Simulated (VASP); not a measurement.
A run of VASP 6.6.1 is set up as follows.

The input POSCAR:

```
Ni
1.0
    0.0000000000      1.7585000000      1.7585000000
    1.7585000000      0.0000000000      1.7585000000
    1.7585000000      1.7585000000      0.0000000000
Ni
1
Direct
    0.0000000000      0.0000000000      0.0000000000
```

File INCAR.step1:

```
SYSTEM = Ni
ALGO = Normal ; EDIFF = 1E-4
ENCUT = 520 ; GGA = PE
ISMEAR = -1 ; ISPIN = 2
LASPH = .True. ; LCHARG = .False.
LMAXMIX = 4 ; LREAL = .False.
LWAVE = .True. ; MAGMOM = 2
NBANDS = 15 ; NELM = 150
PREC = Accurate ; SIGMA = 0.003
```

INCAR.step2

```
SYSTEM = Ni
ALGO = Normal ; EDIFF = 1E-6
ENCUT = 520 ; ISIF = 2
ISMEAR = -1 ; ISPIN = 2
ISTART = 1 ; LASPH = .True.
LCHARG = .False. ; LMAXMIX = 4
LMIXTAU = .True. ; LORBIT = 11
LREAL = .False. ; LWAVE = .False.
MAGMOM = 2 ; METAGGA = R2SCAN
NBANDS = 15 ; NELM = 150
PREC = Accurate ; SIGMA = 0.003
```

The input KPOINTS:

```
k-points
0
Gamma
  13 13 13
  0 0 0
```

Potentials or basis: VASP PAW PBE potentials, release 64 (Ni).

The run is started by

```console
$ cat potpaw_PBE.64/Ni/POTCAR > POTCAR
$ cp INCAR.step1 INCAR
$ mpirun -np 1 vasp_std > vasp.out
$ cp INCAR.step2 INCAR
$ mpirun -np 1 vasp_std > vasp.out
```

Task: Estimate the pressure.

Result: -7.2 GPa.

Task: Estimate the net moment.

Result: 0.66 μB per cell.

Task: Predict the site moments.

Result: Ni +0.69 μB.

Caveat: the cell stands under tension; the PAW data sets were made with another functional, which shifts forces and pressure a little.
